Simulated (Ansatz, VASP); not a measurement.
# One calculation of Sb2S, two programs

File INCAR:

```
PREC = Accurate
ENCUT = 520
EDIFF = 1E-6
ISMEAR = 0
SIGMA = 0.1
LREAL = F
LASPH = T
NELM = 60
ALGO = Normal
ISIF = 2
LWAVE = F
LCHARG = F
GGA = PE
NBANDS = 15
```

File KPOINTS:

```
regular mesh
0
Gamma
  6 6 4
```

POSCAR

```
Sb2S
1.0
    3.9723351400      0.0000000000      0.0000000000
   -1.9861675700      3.4401431400      0.0000000000
    0.0000000000      0.0000000000      6.0810711700
Sb S
2 1
Direct
    0.0000000000      0.0000000000      0.2593797000
    0.0000000000      0.0000000000      0.7406203000
    0.0000000000      0.0000000000      0.5000000000
```

Input for Ansatz:

```yaml
crystal:
  lattice:
    - [3.97233514, 0.0, 0.0]
    - [-1.98616757, 3.44014314, 0.0]
    - [0.0, 0.0, 6.08107117]
  atoms:
    - { symbol: Sb, position: [0.0, 0.0, 0.2593797] }
    - { symbol: Sb, position: [0.0, 0.0, 0.7406203] }
    - { symbol: S, position: [0.0, 0.0, 0.5] }
basis:
  ecutwfc: 420
kpoints:
  mp_grid: { grid: [6, 6, 4] }
hamiltonian:
  xc: pbe
scf:
  occupations: { method: gaussian, width: 0.1 }
  lower_state_search: "off"
output:
  forces: true
  stress: true
  eigenvalues: true
```

Alike in both runs: task single point; functional PBE; k mesh 6 × 6 × 4; occupations gaussian, width 0.1 eV; no spin polarisation.

|  | VASP | Ansatz |
| --- | --- | --- |
| version | VASP 6.6.1 | Ansatz 0.2.0 |
| potentials or method | VASP PAW PBE potentials, release 64 (Sb, S), cutoff 520 eV | scalar-relativistic, plane waves, PAW |
| valence electrons in the cell | 16 | 36 |

```tsv
	VASP	Ansatz	Ansatz less VASP
gap on the k mesh at the Fermi level (eV)	none	none	-
rms of the force components (eV/Å)	52.155	45.009	-7.1452
```

Atom by atom the forces differ by 7.145 eV/Å (rms over components). A gap of «none» marks a metal or a gap that the smearing closes. The functional is the same, so the differences come from potentials, cutoffs and numerics. VASP's potentials hold 16 valence electrons a cell and Ansatz's 36, so a difference there can come from the potentials and not from the codes.

Neither program's run includes spin-orbit coupling.
